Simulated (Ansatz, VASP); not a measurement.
## Al3O2 in VASP and in Ansatz

```
Al O
1.0
     2.90417    0.00000    0.00000
    -1.45209    2.51509    0.00000
     0.00000    0.00000    8.67416
Al O
3 2
Direct
  0.00000 0.00000 0.00000
  0.33333 0.66667 0.73068
  0.66667 0.33333 0.26932
  0.33333 0.66667 0.34756
  0.66667 0.33333 0.65244
```

Alike in both runs: functional r2SCAN; k mesh 6 × 6 × 4; occupations gaussian, width 0.1 eV; no spin polarisation.

Ansatz relaxed the structure, and its values are those at the end. VASP's run is a single point on that final structure, the one shown.

```csv
,VASP,Ansatz
version,VASP 6.6.1,Ansatz 0.2.0
potentials or method,"VASP PAW PBE potentials, release 64 (Al, O), cutoff 520 eV","scalar-relativistic, plane waves, PAW"
valence electrons in the cell,21,21
```

Ansatz gave:

| Property | Result |
| --- | --- |
| gap on the k mesh at the Fermi level (eV) | none |
| pressure (GPa) | 0.1 |
| rms of the force components (eV/Å) | 0.003 |

Question: Estimate VASP's values.

Answer: gap on the k mesh at the Fermi level (eV): none; pressure (GPa): -0.1; rms of the force components (eV/Å): 0.017.

VASP's potentials were made for PBE, not for r2SCAN. A gap of «none» marks a metal or a gap that the smearing closes.

The k mesh is coarse, so the values compare programs but aren't converged.
